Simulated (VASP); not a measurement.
# TaPb (P4/mmm) in VASP: notebook

TaPb is run at these levels: PBE; tasks: single point, relaxation of cell and atoms.

Everything below comes from runs of VASP 6.6.1. Logs are shortened: lines on timing, memory, paths and dates and some standing lists are left out, and cuts for length are marked.

### 1 The cell of the first run

The structure is tetragonal, space group P4/mmm (No. 123). The conventional cell has a = 3.370 Å, b = 3.370 Å, c = 3.768 Å, α = 90.00°, β = 90.00°, γ = 90.00°. Within 4.0 Å of Ta (site symmetry 4/mmm) lie 8 Pb at 3.04 Å and 6 Ta at 3.37 to 3.77 Å. Within 4.0 Å of Pb (site symmetry 4/mmm) lie 8 Ta at 3.04 Å and 6 Pb at 3.37 to 3.77 Å.

### 2 Single point, PBE

Contents of INCAR:

```
SYSTEM = TaPb
PREC = Accurate
ENCUT = 520
EDIFF = 1E-6
ISMEAR = 0
SIGMA = 0.1
LREAL = .False.
LASPH = .True.
NELM = 60
ALGO = Normal
ISIF = 2
LWAVE = .False.
LCHARG = .False.
GGA = PE
NBANDS = 20
```

Contents of KPOINTS:

```
regular mesh
0
Gamma
  6 6 4
  0 0 0
```

Contents of POSCAR:

```
TaPb
1.0
    3.3699939967      0.0000000000      0.0000000000
    0.0000000000      3.3699939967      0.0000000000
    0.0000000000      0.0000000000      3.7678127135
Ta Pb
1 1
Direct
    0.5000000000      0.5000000000      0.5000000000
    0.0000000000      0.0000000000      0.0000000000
```

Potentials or basis: VASP PAW PBE potentials, release 64 (Ta_pv, Pb_d).

Run with:

```
cat potpaw_PBE.64/Ta_pv/POTCAR potpaw_PBE.64/Pb_d/POTCAR > POTCAR
mpirun -np 1 vasp_std > vasp.out
```

OUTCAR:

```text
SYSTEM = TaPb
   PREC = Accurate
   ENCUT = 520
   EDIFF = 1E-6
   ISMEAR = 0
   LREAL = .False.
   LASPH = .True.
   NELM = 60
   ISIF = 2
   GGA = PE

 ion  position               nearest neighbor table
   1  0.500  0.500  0.500-   2 3.04   2 3.04   2 3.04   2 3.04   2 3.04   2 3.04   2 3.04   2 3.04

   2  0.000  0.000  0.000-   1 3.04   1 3.04   1 3.04   1 3.04   1 3.04   1 3.04   1 3.04   1 3.04

  LATTYP: Found a simple tetragonal cell.
 ALAT       =     3.3699939967
 C/A-ratio  =     1.1180473073

  Lattice vectors:

 A1 = (   3.3699939967,   0.0000000000,   0.0000000000)
 A2 = (   0.0000000000,   3.3699939967,   0.0000000000)
 A3 = (   0.0000000000,   0.0000000000,   3.7678127135)

Analysis of symmetry for initial positions (statically):
=====================================================================
 Subroutine PRICEL returns:
 Original cell was already a primitive cell.

 Routine SETGRP: Setting up the symmetry group for a
 simple tetragonal supercell.

 Subroutine GETGRP returns: Found 16 space group operations
 (whereof 16 operations were pure point group operations)
 out of a pool of 16 trial point group operations.

The static configuration has the point symmetry D_4h.

Analysis of symmetry for dynamics (positions and initial velocities):
=====================================================================
 Subroutine PRICEL returns:
 Original cell was already a primitive cell.

 Routine SETGRP: Setting up the symmetry group for a
 simple tetragonal supercell.

 Subroutine GETGRP returns: Found 16 space group operations
 (whereof 16 operations were pure point group operations)
 out of a pool of 16 trial point group operations.

The dynamic configuration has the point symmetry D_4h.

 Subroutine INISYM returns: Found 16 space group operations
 (whereof 16 operations are pure point group operations),
 and found     1 'primitive' translations

----------------------------------------------------------------------------------------

                                     Primitive cell

  volume of cell :      42.7905

  direct lattice vectors                    reciprocal lattice vectors
     3.369993997  0.000000000  0.000000000     0.296736434  0.000000000  0.000000000
     0.000000000  3.369993997  0.000000000     0.000000000  0.296736434  0.000000000
     0.000000000  0.000000000  3.767812714     0.000000000  0.000000000  0.265405973

  length of vectors
     3.369993997  3.369993997  3.767812714     0.296736434  0.296736434  0.265405973

  position of ions in fractional coordinates (direct lattice)
     0.500000000  0.500000000  0.500000000
     0.000000000  0.000000000  0.000000000
[... 72 lines left out ...]
   LNONCOLLINEAR =      F non collinear calculations
   LSORBIT =      F    spin-orbit coupling
   LASPH  =      T    aspherical Exc in radial PAW
   ENCUT  =  520.0 eV  38.22 Ry    6.18 a.u.   6.27  6.27  7.01*2*pi/ulx,y,z
   NELM   =     60;   NELMIN=  2; NELMDL= -5     # of ELM steps
   EDIFF  = 0.1E-05   stopping-criterion for ELM
   LREAL  =      F    real-space projection
   EDIFFG = 0.1E-04   stopping-criterion for IOM
   NSW    =      0    number of steps for IOM
   IBRION =     -1    ionic relax: 0-MD 1-quasi-New 2-CG
   NFREE  =      0    steps in history (QN), initial steepest desc. (CG)
   ISIF   =      2    stress and relaxation
   ISYM   =      2    0-nonsym 1-usesym 2-fastsym
   POTIM  = 0.5000    time-step for ionic-motion
   TEBEG  =    0.0;   TEEND  =   0.0 temperature during run
   PSTRESS=    0.0 pullay stress
   NELECT =      25.0000    total number of electrons
   NUPDOWN=      -1.0000    fix difference up-down
   EMIN   =  10.00;   EMAX   =-10.00  energy-range for DOS
   EFERMI =   0.00;   METHOD = LEGACY
   ISMEAR =     0;   SIGMA  =   0.10  broadening in eV -4-tet -1-fermi 0-gaus
   EFERMI_NEDOS =   21; number of points for ismear=-14 and -15
   IALGO  =     38    algorithm
   IMIX   =      4    mixing-type and parameters
     AMIX     =   0.40;   BMIX     =  1.00
     AMIX_MAG =   1.60;   BMIX_MAG =  1.00
  volume/ion in A,a.u.               =      21.40       144.38
  Fermi-wavevector in a.u.,A,eV,Ry     =   1.368587  2.586254 25.484114  1.873030
  Thomas-Fermi vector in A             =   2.494538
   LORBIT       =      0    0 simple, 1 ext, 2 COOP (PROOUT), +10 PAW based schemes
   GGA     = PE    functional components
   LHFCALC =     F    Hartree Fock is set to
   AEXX    =    0.0000 exact exchange contribution
   IVDW    =     0    specifies the selected vdW correction
   LEPSILON=     F    determine dielectric tensor
   LRPA    =     F    only Hartree local field effects (RPA)
 non-spin polarized calculation
 Gauss-broadening in eV      SIGMA  =   0.10
  energy-cutoff  :      520.00
  volume of cell :       42.79
 maximum number of plane-waves:      1168
 NGX is ok and might be reduce to    28
   NGX = 13   NGY = 13   NGZ = 15

 number of electron      25.0000006 magnetization

 Free energy of the ion-electron system (eV)
  ---------------------------------------------------
  ext. energy  EPLUGINS =         0.00000000
  ---------------------------------------------------
  free energy    TOTEN  =       -13.83133373 eV

  energy without entropy =      -13.82765228  energy(sigma->0) =      -13.82949300

 E-fermi :   8.2861     XC(G=0): -11.8771

 val. band max:        8.1839598646   @ k =   0.1667   0.1667   0.5000
 cond. band min:       8.3060164698   @ k =   0.5000   0.0000   0.2500
 fundamental gap:      0.1220566052
 Fermi energy:         8.2861219301

 k-point     1 :       0.0000    0.0000    0.0000
  band No.  band energies     occupation
      1     -26.7680      2.00000
      2     -26.6483      2.00000
      3     -26.6483      2.00000
      4      -8.8111      2.00000
      5      -8.6802      2.00000
      6      -8.4702      2.00000
[... 541 lines left out ...]
     19      17.3807      0.00000
     20      17.7563      0.00000

 [... further k-points ...]
[... 5 lines left out ...]
  --------------------------------------------------------------------------------------
  -------------------------------------------------------------------------------------
  Total       -0.0429798     -0.0429798     -0.0789047      0.0000000      0.0000000     -0.0000000
  in kB       -1.6092640     -1.6092640     -2.9543778      0.0000000      0.0000000     -0.0000000
  external PRESSURE =      -2.0576353 kB  Pullay stress =       0.0000000 kB

 VOLUME and BASIS-vectors are now :
 -----------------------------------------------------------------------------
  energy-cutoff  :      520.00
  volume of cell :       42.79
      direct lattice vectors                 reciprocal lattice vectors
     3.369993997  0.000000000  0.000000000     0.296736434  0.000000000  0.000000000
     0.000000000  3.369993997  0.000000000     0.000000000  0.296736434  0.000000000
     0.000000000  0.000000000  3.767812714     0.000000000  0.000000000  0.265405973

 POSITION                                       TOTAL-FORCE (eV/Angst)
 -----------------------------------------------------------------------------------
      1.68500      1.68500      1.88391         0.000000      0.000000      0.000000
      0.00000      0.00000      0.00000         0.000000      0.000000      0.000000
 -----------------------------------------------------------------------------------
    total drift:                               -0.000000      0.000000      0.000000

  FREE ENERGIE OF THE ION-ELECTRON SYSTEM (eV)
  ---------------------------------------------------
  free  energy   TOTEN  =       -13.8313337297 eV

  energy  without entropy=      -13.8276522775  energy(sigma->0) =      -13.82949300
```

OSZICAR:

```text
N       E                     dE             d eps       ncg     rms          rms(c)
DAV:   1     0.231516746733E+03    0.23152E+03   -0.13140E+04  1216   0.145E+03
DAV:   2    -0.246103022264E+01   -0.23398E+03   -0.22755E+03  1248   0.396E+02
DAV:   3    -0.142736065584E+02   -0.11813E+02   -0.11500E+02  1512   0.957E+01
DAV:   4    -0.145641078268E+02   -0.29050E+00   -0.29009E+00  1424   0.143E+01
DAV:   5    -0.145746157754E+02   -0.10508E-01   -0.10507E-01  1624   0.286E+00    0.965E+00
DAV:   6    -0.139031079831E+02    0.67151E+00   -0.14051E+00  1388   0.775E+00    0.356E+00
DAV:   7    -0.138383430245E+02    0.64765E-01   -0.18694E-01  1476   0.440E+00    0.120E+00
DAV:   8    -0.138316962061E+02    0.66468E-02   -0.17305E-02  1596   0.142E+00    0.248E-01
DAV:   9    -0.138313425021E+02    0.35370E-03   -0.19420E-03  1516   0.579E-01    0.637E-02
DAV:  10    -0.138313372387E+02    0.52634E-05   -0.22652E-04  1524   0.119E-01    0.276E-02
DAV:  11    -0.138313341501E+02    0.30885E-05   -0.10562E-05  1348   0.283E-02    0.235E-03
DAV:  12    -0.138313337297E+02    0.42046E-06   -0.12222E-06   956   0.772E-03
   1 F= -.13831334E+02 E0= -.13829493E+02  d E =-.368145E-02
```

Wall time 11 s (1 thread of Intel Xeon 6975P-C (Granite Rapids), shared host); peak memory 0.17 GiB.

Results:

* Free energy: -13.8313 eV
* Pressure: -0.2 GPa

Stress tensor (GPa, compression positive):
```
-0.16  0.00  0.00
 0.00 -0.16  0.00
 0.00  0.00 -0.30
```

Levels at points of the mesh, in eV from the Fermi level:
```
           k point  band 10  band 11  band 12  band 13  band 14  band 15
(0.00, 0.00, 0.00)    -1.97    -1.85     0.53     1.59     1.59     2.15
(0.50, 0.00, 0.00)    -6.54    -2.03    -1.61    -0.52     1.49     3.42
(0.50, 0.50, 0.00)    -2.98    -2.98    -1.70     0.11     0.11     2.15
(0.00, 0.00, 0.50)    -6.83    -1.85    -0.65    -0.65     1.52     2.03
(0.50, 0.00, 0.50)    -3.65    -3.04    -2.39     0.72     1.04     2.13
(0.50, 0.50, 0.50)    -4.35    -4.35    -4.26     2.20     3.16     3.23
```

Caveat: the k points lie up to 0.42 Å⁻¹ apart; spin-orbit coupling is left out, which moves the levels of the heavy elements.

### 3 Single point, PBE

This run uses another cell than the first one, of 24.87 Å³/atom, 1.162 times its volume.

Contents of INCAR:

```
SYSTEM = TaPb
  PREC = Accurate
  ENCUT = 520
  EDIFF = 1E-7
  ISMEAR = 0
  SIGMA = 0.1
  LREAL = .FALSE.
  LASPH = .TRUE.
  NELM = 100
  ALGO = Fast
  ISIF = 2
  LWAVE = .FALSE.
  LCHARG = .FALSE.
  GGA = PE
  NBANDS = 20
```

Contents of KPOINTS:

```
Automatic mesh
0
G
  6 6 4
  0 0 0
```

Contents of POSCAR:

```
TaPb
1.0
    3.3605235751      0.0000000000      0.0000000000
    0.0000000000      3.3605235751      0.0000000000
    0.0000000000      0.0000000000      4.4046862573
Ta Pb
1 1
Direct
    0.5000000000      0.5000000000      0.5000000000
    0.0000000000      0.0000000000      0.0000000000
```

Potentials or basis: VASP PAW PBE potentials, release 64 (Ta_pv, Pb_d).

Run with:

```
cat potpaw_PBE.64/Ta_pv/POTCAR potpaw_PBE.64/Pb_d/POTCAR > POTCAR
mpirun -np 1 vasp_std > vasp.out
```

Wall time 17 s (1 thread of Intel Xeon 6975P-C (Granite Rapids), shared host); peak memory 0.18 GiB.

The run converged. Its results:

```yaml
Free_energy: -13.4992 eV
Pressure: -11.1 GPa
```

Stress tensor (GPa, compression positive):
```
-10.59   0.00   0.00
  0.00 -10.59   0.00
  0.00   0.00 -12.03
```

Levels at points of the mesh, in eV from the Fermi level:
| k point | band 8 | band 9 | band 10 | band 11 | band 12 | band 13 | band 14 | band 15 | band 16 | band 17 |
| --- | --- | --- | --- | --- | --- | --- | --- | --- | --- | --- |
| (0.00, 0.00, 0.00) | -16.77 | -11.37 | -2.57 | -1.78 | -1.36 | 1.18 | 1.18 | 2.15 | 2.16 | 3.58 |
| (0.50, 0.00, 0.00) | -16.72 | -8.72 | -5.82 | -2.67 | -1.53 | 0.13 | 1.26 | 3.33 | 3.35 | 5.16 |
| (0.50, 0.50, 0.00) | -16.61 | -7.19 | -2.48 | -2.48 | -1.25 | -0.57 | -0.57 | 0.18 | 2.85 | 3.33 |
| (0.00, 0.00, 0.50) | -16.77 | -10.31 | -6.52 | -1.80 | -0.11 | -0.02 | -0.02 | 2.11 | 7.22 | 7.22 |
| (0.50, 0.00, 0.50) | -16.70 | -8.73 | -3.82 | -2.67 | -2.65 | 0.58 | 0.65 | 1.15 | 1.53 | 3.76 |
| (0.50, 0.50, 0.50) | -16.60 | -6.21 | -3.71 | -3.71 | -3.57 | 0.67 | 2.72 | 2.72 | 2.76 | 3.34 |

Caveat: spin-orbit coupling is left out, which moves the levels of the heavy elements.

### 4 Relaxation of cell and atoms, PBE

This run uses another cell than the first one, of 24.87 Å³/atom, 1.162 times its volume.

Contents of INCAR:

```
PREC = Accurate
ENCUT = 600
EDIFF = 1E-6
ISMEAR = 0
SIGMA = 0.1
LREAL = F
LASPH = T
NELM = 60
ALGO = Normal
ISIF = 3
LWAVE = F
LCHARG = F
GGA = PE
IBRION = 2
NSW = 90
EDIFFG = -0.04
```

Contents of KPOINTS:

```
Automatic mesh
0
Gamma
  6 6 4
```

POSCAR is that of step 3.

Run with:

```
cat potpaw_PBE.64/Ta_pv/POTCAR potpaw_PBE.64/Pb_d/POTCAR > POTCAR
mpirun -np 1 vasp_std > vasp.out
```

Run time: 98 s. Hardware: 1 thread of Intel Xeon 6975P-C (Granite Rapids), shared host; peak memory 0.2 GiB.

Results (log left out):

* Free energy: -13.7863 eV
* Relaxed volume: 21.28 Å³/atom
* Relaxed cell: a = 3.497 Å, b = 3.497 Å, c = 3.481 Å, α = 90.00°, β = 90.00°, γ = 90.00°
* Space group after relaxing (to 0.05 Å): Pm-3m (No. 221)
* Energy gained by relaxing: 143.4 meV/atom
* Ionic steps: 15
* Pressure after relaxing: 0.0 GPa

Stress tensor (GPa, compression positive):
```
-0.06  0.00  0.00
 0.00 -0.06  0.00
 0.00  0.00  0.08
```

Step by step:
| step | energy change (eV) | largest force (eV/Å) | pressure (GPa) | volume (Å³) |
| --- | --- | --- | --- | --- |
| 1 | 0.0000 | 0.0000 | -11.03 | 49.74 |
| 2 | 0.0105 | 0.0000 | 19.15 | 38.40 |
| 3 | -0.2500 | 0.0000 | -0.18 | 43.54 |
| 4 | -0.2501 | 0.0000 | 0.12 | 43.42 |
| 5 | -0.2767 | 0.0000 | 0.33 | 43.16 |
| 6 | -0.3241 | 0.0000 | 1.75 | 42.24 |
| 7 | -0.1978 | 0.0000 | 9.98 | 39.62 |
| 8 | -0.2522 | 0.0000 | 5.92 | 40.74 |
| 9 | -0.2631 | 0.0000 | 4.93 | 40.96 |
| 10 | -0.2745 | 0.0000 | 2.55 | 41.63 |
| 11 | -0.2780 | 0.0000 | 2.05 | 41.78 |
| 12 | -0.2850 | 0.0000 | 0.74 | 42.22 |
| 13 | -0.2837 | 0.0000 | -1.26 | 43.10 |
| 14 | -0.2868 | 0.0000 | -0.25 | 42.67 |
| 15 | -0.2869 | 0.0000 | -0.01 | 42.56 |

Final structure:
```cif
data_structure
_symmetry_space_group_name_H-M 'P 1'
_symmetry_Int_Tables_number 1
_cell_length_a 3.4966
_cell_length_b 3.4966
_cell_length_c 3.4807
_cell_angle_alpha 90.000
_cell_angle_beta 90.000
_cell_angle_gamma 90.000
_cell_volume 42.56
loop_
_atom_site_label
_atom_site_type_symbol
_atom_site_fract_x
_atom_site_fract_y
_atom_site_fract_z
_atom_site_occupancy
Ta1 Ta 0.50000 0.50000 0.50000 1
Pb1 Pb 0.00000 0.00000 0.00000 1
```

Levels at points of the mesh, in eV from the Fermi level:
```csv
k point,band 9,band 10,band 11,band 12,band 13,band 14,band 15,band 16
"(0.00, 0.00, 0.00)",-11.91,-1.62,-1.59,1.93,1.97,1.97,2.28,2.38
"(0.50, 0.00, 0.00)",-9.33,-6.46,-1.45,-0.93,-0.86,1.84,2.97,7.21
"(0.50, 0.50, 0.00)",-8.57,-3.06,-3.06,-1.93,0.86,0.86,3.09,3.89
"(0.00, 0.00, 0.50)",-9.29,-6.47,-1.46,-0.91,-0.91,1.80,3.08,7.24
"(0.50, 0.00, 0.50)",-8.53,-3.07,-3.01,-1.96,0.82,0.82,3.07,3.19
"(0.50, 0.50, 0.50)",-6.02,-4.19,-4.16,-4.16,3.32,3.37,3.37,3.42
```

Caveat: spin-orbit coupling is left out, which moves the levels of the heavy elements.

### 5 Relaxation of cell and atoms, PBE

Contents of INCAR:

```
PREC = Accurate
ENCUT = 600
EDIFF = 1E-6
ISMEAR = 0
SIGMA = 0.1
LREAL = False
LASPH = True
NELM = 80
ALGO = Fast
ISIF = 3
LWAVE = False
LCHARG = False
GGA = PE
IBRION = 2
NSW = 100
EDIFFG = -0.01
```

Contents of KPOINTS:

```
regular mesh
0
Gamma
  16 16 14
```

Contents of POSCAR:

```
TaPb
1.0
    3.3699939967      0.0000000000      0.0000000000
    0.0000000000      3.3699939967      0.0000000000
    0.0000000000      0.0000000000      3.7678127135
Ta Pb
1 1
Direct
    0.5000000000      0.5000000000      0.5000000000
    0.0000000000      0.0000000000      0.0000000000
```

Run with:

```
cat potpaw_PBE.64/Ta_pv/POTCAR potpaw_PBE.64/Pb_d/POTCAR > POTCAR
mpirun -np 1 vasp_std > vasp.out
```

Wall time 13 min (1 thread of Intel Xeon 6975P-C (Granite Rapids), shared host); peak memory 0.46 GiB.

The run converged. Its results:

```
Free energy                            : -13.8099 eV
Relaxed volume                         : 21.25 Å³/atom
Relaxed cell                           : a = 3.472 Å, b = 3.472 Å, c = 3.525 Å, α = 90.00°, β = 90.00°, γ = 90.00°
Space group after relaxing (to 0.05 Å) : P4/mmm (No. 123)
Energy gained by relaxing              : 8.4 meV/atom
Ionic steps                            : 13
Pressure after relaxing                : 0.0 GPa
```

Step by step:
| step | energy change (eV) | largest force (eV/Å) | pressure (GPa) | volume (Å³) |
| --- | --- | --- | --- | --- |
| 1 | 0.0000 | 0.0000 | -0.13 | 42.79 |
| 2 | -0.0060 | 0.0000 | -0.01 | 42.68 |
| 3 | -0.0155 | 0.0000 | 0.77 | 42.30 |
| 4 | -0.0124 | 0.0000 | -1.88 | 43.23 |
| 5 | -0.0162 | 0.0000 | -0.11 | 42.58 |
| 6 | -0.0162 | 0.0000 | -0.08 | 42.58 |
| 7 | -0.0164 | 0.0000 | -0.07 | 42.57 |
| 8 | -0.0166 | 0.0000 | 0.00 | 42.53 |
| 9 | -0.0168 | 0.0000 | 0.17 | 42.44 |
| 10 | -0.0168 | 0.0000 | 0.10 | 42.47 |
| 11 | -0.0168 | 0.0000 | 0.13 | 42.46 |
| 12 | -0.0168 | 0.0000 | -0.21 | 42.58 |
| 13 | -0.0168 | 0.0000 | 0.00 | 42.50 |

Final structure:
```
Ta Pb
1.0
     3.47236    0.00000    0.00000
     0.00000    3.47236    0.00000
     0.00000    0.00000    3.52484
Ta Pb
1 1
Cartesian
  1.7362 1.7362 1.7624
  0.0000 0.0000 0.0000
```

Levels at points of the mesh, in eV from the Fermi level:
```csv
k point,band 10,band 11,band 12,band 13,band 14,band 15
"(0.00, 0.00, 0.00)",-1.61,-1.61,1.93,1.93,2.02,2.09
"(0.50, 0.00, 0.00)",-6.46,-1.45,-1.04,-0.82,1.80,3.10
"(0.50, 0.50, 0.00)",-3.01,-3.01,-1.89,0.76,0.76,3.01
"(0.00, 0.00, 0.50)",-6.49,-1.49,-0.85,-0.85,1.88,2.83
"(0.50, 0.00, 0.50)",-3.11,-3.02,-1.98,0.85,0.89,3.12
"(0.50, 0.50, 0.50)",-4.18,-4.18,-4.16,3.22,3.38,3.40
```

Caveat: spin-orbit coupling is left out, which moves the levels of the heavy elements.

### 6 Summary

```csv
task,cell,k mesh,cutoff (eV),gap on the mesh (eV),pressure (GPa),relaxed volume (Å³/atom)
single point,"a = 3.370, b = 3.370, c = 3.768 Å, 2 atoms",6 × 6 × 4,520,none,-0.2,-
single point,"a = 3.361, b = 3.361, c = 4.405 Å, 2 atoms",6 × 6 × 4,520,none,-11.1,-
relaxation of cell and atoms,"relaxed from a = 3.361, b = 3.361, c = 4.405 Å, 2 atoms",6 × 6 × 4,600,none,0.0,21.28
relaxation of cell and atoms,"relaxed from a = 3.370, b = 3.370, c = 3.768 Å, 2 atoms",16 × 16 × 14,600,none,0.0,21.25
```

Alike in all rows: level PBE; potentials or basis VASP PAW PBE potentials, release 64 (Ta_pv, Pb_d); no spin polarisation; smearing gaussian 0.1 eV.

Caveats: some runs use coarse meshes; spin-orbit coupling is left out, which moves the levels of the heavy elements.

Absolute energies hang on the potentials; compare differences alone.
